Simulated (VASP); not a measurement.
Runs of VASP 6.6.1 on GaSb. The structure is that of space group F-43m (No. 216), or close to it. The cells are those of the table. 

| task | level | potentials or basis | cell | cutoff (eV) | gap on the mesh (eV) | pressure (GPa) | relaxed volume (Å³/atom) |
| --- | --- | --- | --- | --- | --- | --- | --- |
| relaxation of cell and atoms | LDA | VASP PAW LDA potentials, release 64 (Ga_d, Sb) | relaxed from a = 4.326 Å, angles 60.0°, 2 atoms | 600 | 0.10 | 0.0 | 27.76 |
| single point | LDA | VASP PAW LDA potentials, release 64 (Ga_d, Sb) | a = 4.278 Å, angles 60.0°, 2 atoms | 520 | (a) | 0.1 | - |
| relaxation of cell and atoms | PBEsol | VASP PAW PBE potentials, release 64 (Ga_d, Sb) | relaxed from a = 4.326 Å, angles 60.0°, 2 atoms | 600 | - | 0.0 | 28.57 |
| single point | PBEsol | VASP PAW PBE potentials, release 64 (Ga_d, Sb) | a = 4.320 Å, angles 60.0°, 2 atoms | 520 | - | 0.1 | - |

Alike in all rows: no spin polarisation; k mesh 10 × 10 × 10; smearing gaussian 0.1 eV.

**Question.** Fill in the values left out.

**Answer.** (a) 0.12.

Caveats: spin-orbit coupling is left out, which moves the levels of the heavy elements; the PAW data sets were made with another functional, which shifts forces and pressure a little (some runs).

A k mesh can miss the band edges, and the runs leave out spin-orbit coupling on Ga, Sb.
